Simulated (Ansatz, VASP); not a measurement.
# One calculation of B, two programs

File INCAR:

```
SYSTEM = B
PREC = Accurate ; ENCUT = 520
EDIFF = 1E-6 ; ISMEAR = -1
SIGMA = 0.1 ; LREAL = .False.
LASPH = .True. ; NELM = 100
ALGO = Normal ; ISIF = 2
LWAVE = .False. ; LCHARG = .False.
GGA = PE ; NBANDS = 8
```

The input KPOINTS:

```
regular mesh
0
Gamma
  21 21 21
  0 0 0
```

The input POSCAR:

```
B
1.0
   -1.1383724417      1.1383724417      1.1383724417
    1.1383724417     -1.1383724417      1.1383724417
    1.1383724417      1.1383724417     -1.1383724417
B
1
Direct
    0.0000000000      0.0000000000      0.0000000000
```

Input for Ansatz:

```yaml
crystal:
  lattice:
    - [-1.1383724417, 1.1383724417, 1.1383724417]
    - [1.1383724417, -1.1383724417, 1.1383724417]
    - [1.1383724417, 1.1383724417, -1.1383724417]
  atoms:
    - { symbol: B, position: [0.0, 0.0, 0.0] }
hamiltonian:
  xc: pbe
  pseudopotentials:
    kind: paw
    azcp:
      B: "pseudopotentials/B.paw.azcp"
basis:
  ecutwfc: 420
  fft_grid_basis: typed
kpoints:
  mp_grid: { grid: [21, 21, 21], shift: [0, 0, 0] }
magnetization:
  spin_polarized: false
scf:
  occupations: { method: fermi_dirac, width: 0.1 }
  lower_state_search: "off"
output:
  stress: true
```

Alike in both runs: task single point; functional PBE; k mesh 21 × 21 × 21; occupations fermi-dirac, width 0.1 eV; no spin polarisation.

|  | VASP | Ansatz |
| --- | --- | --- |
| version | VASP 6.6.1 | Ansatz 0.2.0 |
| potentials or method | VASP PAW PBE potentials, release 64 (B), cutoff 520 eV | plane waves (420 eV) with PAW, scalar-relativistic |
| valence electrons in the cell | 3 | 3 |

|  | VASP | Ansatz | Ansatz less VASP |
| --- | --- | --- | --- |
| pressure (GPa) | 9.9 | 10.0 | +0.09 |

With one functional, cell and mesh, what is left measures potentials, basis and numerics.
